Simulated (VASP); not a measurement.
# C (I4_1/amd) in VASP: notebook, part 2 of 2

VASP 6.6.1. Earlier steps stand in the parts before.

## Step 4: Single point, PBE (strain +0.1000 x Voigt [1, 1, 0, 0, 0, 0])

The input, INCAR:

```
SYSTEM = C
PREC     = Accurate       ! precision mode
ENCUT    = 520            ! plane-wave cutoff, eV
EDIFF    = 1E-6           ! SCF threshold, eV
ISMEAR   = 0              ! smearing method
SIGMA    = 0.05           ! smearing width, eV
LREAL    = .FALSE.        ! projectors in reciprocal space
LASPH    = .TRUE.         ! aspherical terms in the spheres
NELM     = 60             ! most SCF steps
ALGO     = Normal         ! electronic algorithm
ISIF     = 2              ! what is computed and relaxed
LWAVE    = .FALSE.        ! write WAVECAR
LCHARG   = .TRUE.         ! write CHGCAR
GGA      = PE             ! functional
LELF     = .TRUE.         ! ELF
LVHAR    = .TRUE.       
NBANDS   = 11             ! bands
```

The input, KPOINTS:

```
Automatic mesh
0
G
  12 12 12
  0 0 0
```

The input, POSCAR:

```
C
1.0
    0.0000000000      1.9617400000      1.7834000000
    1.9617400000      0.0000000000      1.7834000000
    1.9617400000      1.9617400000      0.0000000000
C
2
Direct
    0.5000000000      0.5000000000      0.5000000000
    0.7500000000      0.7500000000      0.7500000000
```

Potentials or basis: VASP PAW PBE potentials, release 64 (C).

The run is started by

```sh
$ cat potpaw_PBE.64/C/POTCAR > POTCAR
$ mpirun -np 1 vasp_std > vasp.out
```

OUTCAR:

```text
SYSTEM = C
   PREC = Accurate
   ENCUT = 520
   EDIFF = 1E-6
   ISMEAR = 0
   LREAL = .FALSE.
   LASPH = .TRUE.
   NELM = 60
   ISIF = 2
   GGA = PE

 ion  position               nearest neighbor table
   1  0.500  0.500  0.500-   2 1.65   2 1.65   2 1.65   2 1.65
   2  0.750  0.750  0.750-   1 1.65   1 1.65   1 1.65   1 1.65

  LATTYP: Found a body centered tetragonal cell.
 ALAT       =     2.7743193138
 C/A-ratio  =     1.2856486931

  Lattice vectors:

 A1 = (   0.0000000000,  -1.9617400000,  -1.7834000000)
 A2 = (   0.0000000000,   1.9617400000,  -1.7834000000)
 A3 = (   1.9617400000,   0.0000000000,   1.7834000000)

Analysis of symmetry for initial positions (statically):
=====================================================================
 Subroutine PRICEL returns:
 Original cell was already a primitive cell.

 Routine SETGRP: Setting up the symmetry group for a
 body centered tetragonal supercell.

 Subroutine GETGRP returns: Found 16 space group operations
 (whereof  8 operations were pure point group operations)
[... 175 lines left out ...]
      1     -11.9061      2.00000
      2       6.7975      2.00000
      3       6.7975      2.00000
      4       7.9254      2.00000
      5      11.6004      0.00000
      6      12.6679      0.00000
      7      12.6679      0.00000
      8      16.2865      0.00000
      9      24.2928      0.00000
     10      29.6375      0.00000
     11      31.3265      0.00000
[... 309 lines left out ...]
 k-point    24 :      -0.4167    0.1667    0.0000
  band No.  band energies     occupation
      1      -6.8001      2.00000
      2      -3.4089      2.00000
      3       3.2433      2.00000
      4       3.4856      2.00000
      5      12.5192      0.00000
      6      16.1502      0.00000
      7      16.8952      0.00000
      8      19.9331      0.00000
      9      24.4918      0.00000
     10      28.4410      0.00000
     11      29.2754      0.00000

 [... further k-points ...]

------------------------ aborting loop because EDIFF is reached ----------------------------------------

  FORCE on cell =-STRESS in cart. coord.  units (eV):
  Direction    XX          YY          ZZ          XY          YZ          ZX
  --------------------------------------------------------------------------------------
  -------------------------------------------------------------------------------------
  Total       -6.6422454     -6.6422454     -1.1389909      0.0000000      0.0000000      0.0000000
  in kB     -775.2893972   -775.2893972   -132.9441370      0.0000000      0.0000000      0.0000000
  external PRESSURE =    -561.1743105 kB  Pullay stress =       0.0000000 kB

 VOLUME and BASIS-vectors are now :
 -----------------------------------------------------------------------------
  energy-cutoff  :      520.00
  volume of cell :       13.73
      direct lattice vectors                 reciprocal lattice vectors
     0.000000000  1.961740000  1.783400000    -0.254875774  0.254875774  0.280363351
     1.961740000  0.000000000  1.783400000     0.254875774 -0.254875774  0.280363351
     1.961740000  1.961740000  0.000000000     0.254875774  0.254875774 -0.280363351

 POSITION                                       TOTAL-FORCE (eV/Angst)
 -----------------------------------------------------------------------------------
      1.96174      1.96174      1.78340         0.000000      0.000000      0.000000
      2.94261      2.94261      2.67510        -0.000000     -0.000000      0.000000
 -----------------------------------------------------------------------------------
    total drift:                                0.000000     -0.000000      0.000000

  FREE ENERGIE OF THE ION-ELECTRON SYSTEM (eV)
  ---------------------------------------------------
  free  energy   TOTEN  =       -17.5319443398 eV

  energy  without entropy=      -17.5319443398  energy(sigma->0) =      -17.53194434
```

OSZICAR:

```text
N       E                     dE             d eps       ncg     rms          rms(c)
DAV:   1     0.157305507851E+01    0.15731E+01   -0.45455E+03  3707   0.680E+02
DAV:   2    -0.174677928395E+02   -0.19041E+02   -0.18366E+02  4840   0.122E+02
DAV:   3    -0.178519388865E+02   -0.38415E+00   -0.38325E+00  4169   0.136E+01
DAV:   4    -0.178527216311E+02   -0.78274E-03   -0.78273E-03  3838   0.776E-01
DAV:   5    -0.178527228929E+02   -0.12618E-05   -0.12618E-05  4095   0.290E-02    0.428E+00
DAV:   6    -0.176118038338E+02    0.24092E+00   -0.12777E-01  3682   0.241E+00    0.256E+00
DAV:   7    -0.175306003045E+02    0.81204E-01   -0.16894E-01  3789   0.281E+00    0.482E-01
DAV:   8    -0.175318723102E+02   -0.12720E-02   -0.51506E-03  3733   0.513E-01    0.382E-02
DAV:   9    -0.175319266042E+02   -0.54294E-04   -0.64990E-05  4326   0.641E-02    0.212E-02
DAV:  10    -0.175319443716E+02   -0.17767E-04   -0.16324E-05  3835   0.331E-02    0.428E-03
DAV:  11    -0.175319443398E+02    0.31844E-07   -0.21524E-07  2824   0.402E-03
   1 F= -.17531944E+02 E0= -.17531944E+02  d E =-.102136E-12
```

stdout:

```text
POSCAR found type information on POSCAR C
 POSCAR found :  1 types and       2 ions
 scaLAPACK will be used
 LDA part: xc-table for (Slater+PW92), standard interpolation
 POSCAR, INCAR and KPOINTS ok, starting setup
 FFT: planning ... GRIDC
 FFT: planning ... GRID_SOFT
 FFT: planning ... GRID
 WAVECAR not read
 entering main loop
```

It took 18 s on 1 thread of AMD EPYC 7R43 (Zen 3), shared host; peak memory 0.1 GiB.

What came out:

```
Free energy            : -17.5319 eV
Pressure               : -56.1 GPa
Band gap on the k mesh : 1.72 eV, indirect (least direct gap 3.67 eV)
```

Stress tensor (GPa, compression positive):
```
-77.53   0.00   0.00
  0.00 -77.53   0.00
  0.00   0.00 -13.29
```

Levels at points of the mesh, in eV from the valence-band top:
```csv
k point,band 1,band 2,band 3,band 4,band 5,band 6,band 7,band 8
"(0.00, 0.00, 0.00)",-19.83,-1.13,-1.13,0.00,3.68,4.74,4.74,8.36
"(0.50, 0.00, 0.00)",-15.04,-12.17,-3.74,-2.43,4.81,6.63,7.86,13.09
"(0.50, 0.50, 0.00)",-11.46,-11.46,-6.71,-6.71,2.37,2.37,13.58,13.58
"(0.50, 0.00, 0.50)",-12.66,-12.66,-5.52,-5.52,4.27,4.27,12.86,12.86
```

Caveat: the cell differs from its parent crystal (strain +0.1000 x Voigt [1, 1, 0, 0, 0, 0]).

## Step 5: Single point, PBE (strain +0.0875 x Voigt [1, 1, 0, 0, 0, 0])

The input, INCAR:

```
SYSTEM = C
ALGO     = Normal         ! electronic algorithm
EDIFF    = 1E-6           ! SCF threshold, eV
ENCUT    = 520            ! plane-wave cutoff, eV
GGA      = PE             ! functional
ISIF     = 2              ! what is computed and relaxed
ISMEAR   = 0              ! smearing method
LASPH    = .True.         ! aspherical terms in the spheres
LCHARG   = .False.        ! write CHGCAR
LREAL    = .False.        ! projectors in reciprocal space
LWAVE    = .False.        ! write WAVECAR
NBANDS   = 11             ! bands
NELM     = 60             ! most SCF steps
PREC     = Accurate       ! precision mode
SIGMA    = 0.05           ! smearing width, eV
```

The input, KPOINTS:

```
k-points
0
Gamma
  12 12 12
  0 0 0
```

The input, POSCAR:

```
C
1.0
    0.0000000000      1.9394475000      1.7834000000
    1.9394475000      0.0000000000      1.7834000000
    1.9394475000      1.9394475000      0.0000000000
C
2
Direct
    0.5000000000      0.5000000000      0.5000000000
    0.7500000000      0.7500000000      0.7500000000
```

The run is started by

```sh
$ cat potpaw_PBE.64/C/POTCAR > POTCAR
$ mpirun -np 1 vasp_std > vasp.out
```

It took 16 s on 1 thread of AMD EPYC 7R43 (Zen 3), shared host; peak memory 0.09 GiB.

Results (log left out):

```yaml
Free_energy: -17.6757 eV
Pressure: -51.5 GPa
Band_gap_on_the_k_mesh: 1.97 eV, indirect (least direct gap 3.87 eV)
```

Stress tensor (GPa, compression positive):
```
-71.14   0.00   0.00
  0.00 -71.14   0.00
  0.00   0.00 -12.25
```

Levels at points of the mesh, in eV from the valence-band top:
| k point | band 2 | band 3 | band 4 | band 5 | band 6 | band 7 |
| --- | --- | --- | --- | --- | --- | --- |
| (0.00, 0.00, 0.00) | -1.02 | -1.02 | 0.00 | 3.87 | 4.82 | 4.82 |
| (0.50, 0.00, 0.00) | -12.32 | -3.66 | -2.47 | 5.23 | 6.82 | 7.98 |
| (0.50, 0.50, 0.00) | -11.61 | -6.70 | -6.70 | 2.61 | 2.61 | 13.94 |
| (0.50, 0.00, 0.50) | -12.69 | -5.62 | -5.62 | 4.32 | 4.32 | 13.31 |

Caveat: the cell differs from its parent crystal (strain +0.0875 x Voigt [1, 1, 0, 0, 0, 0]).

## Step 6: Overview

| cell | gap on the mesh (eV) | pressure (GPa) |
| --- | --- | --- |
| a = 2.586, b = 2.586, c = 2.648 Å, angles 59.2, 59.2, 61.6°, 2 atoms | 2.80 | -33.6 |
| a = 2.618, b = 2.618, c = 2.711 Å, angles 58.8, 58.8, 62.4°, 2 atoms | 2.23 | -46.3 |
| a = 2.651, b = 2.651, c = 2.774 Å, angles 58.5, 58.5, 63.1°, 2 atoms | 1.72 | -56.1 |
| a = 2.635, b = 2.635, c = 2.743 Å, angles 58.6, 58.6, 62.7°, 2 atoms | 1.97 | -51.5 |

Alike in all rows: task single point; level PBE; potentials or basis VASP PAW PBE potentials, release 64 (C); no spin polarisation; k mesh 12 × 12 × 12; cutoff (eV) 520; smearing gaussian 0.05 eV.

Total energies depend on the potentials used, so only differences within one code and one set of settings carry meaning.
